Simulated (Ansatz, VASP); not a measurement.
# One calculation of CaO, two programs

```
Ca O
1.0
     0.00000    2.66589    2.66589
     2.66589    0.00000    2.66589
     2.66589    2.66589    0.00000
Ca O
1 1
Direct
  0.00000 0.00000 0.00000
  0.25000 0.25000 0.25000
```

Alike in both runs: task single point; functional r2SCAN; k mesh 8 × 8 × 8; occupations gaussian, width 0.05 eV; no spin polarisation.

|  | VASP | Ansatz |
| --- | --- | --- |
| version | VASP 6.6.1 | Ansatz 0.2.0 |
| potentials or method | VASP PAW PBE potentials, release 64 (Ca_sv, O), cutoff 520 eV | scalar-relativistic, plane waves, PAW |
| valence electrons in the cell | 16 | 16 |

|  | VASP | Ansatz | Ansatz less VASP |
| --- | --- | --- | --- |
| gap on the k mesh at the Fermi level (eV) | 3.50 | 3.52 | +0.022 |
| least direct gap on the mesh (eV) | 4.01 | 4.03 | +0.015 |
| pressure (GPa) | -4.1 | -4.9 | -0.72 |

VASP's potentials were made for PBE, not for r2SCAN.
